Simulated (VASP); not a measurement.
CdSe: single point with r2SCAN

Crystal: CdSe.

```
Cd Se
1.0
     0.00000    3.05275    3.05275
     3.05275    0.00000    3.05275
     3.05275    3.05275    0.00000
Cd Se
1 1
Cartesian
  0.0000 0.0000 0.0000
  1.5264 1.5264 1.5264
```

This cell differs from its parent crystal: strain -0.5%.

```yaml
Program: VASP 6.6.1
Task: single point
Functional: r2SCAN
Potentials_or_basis: VASP PAW PBE potentials, release 64 (Cd, Se)
Cutoff: 520 eV
k_mesh: 8 × 8 × 8
Occupations: gaussian, width 0.01 eV
Spin: no spin polarisation
```

* Pressure: 1.0 GPa
* Band gap on the k mesh: 1.06 eV, direct

Levels at points of the mesh, in eV from the valence-band top:
```
           k point  band 7  band 8  band 9  band 10  band 11  band 12
(0.00, 0.00, 0.00)    0.00    0.00    0.00     1.06     6.47     6.47
(0.50, 0.00, 0.00)   -4.36   -0.74   -0.74     2.85     6.92     6.92
(0.50, 0.50, 0.00)   -4.03   -1.85   -1.85     3.48     4.15     9.64
```

Wall time 64 s on 1 thread of Intel(R) Xeon(R) Platinum 8488C (Sapphire Rapids) (shared host), peak memory 0.19 GiB.

Caveat: the cell differs from its parent crystal (strain -0.5%); the PAW data sets were made with another functional, which shifts forces and pressure a little.
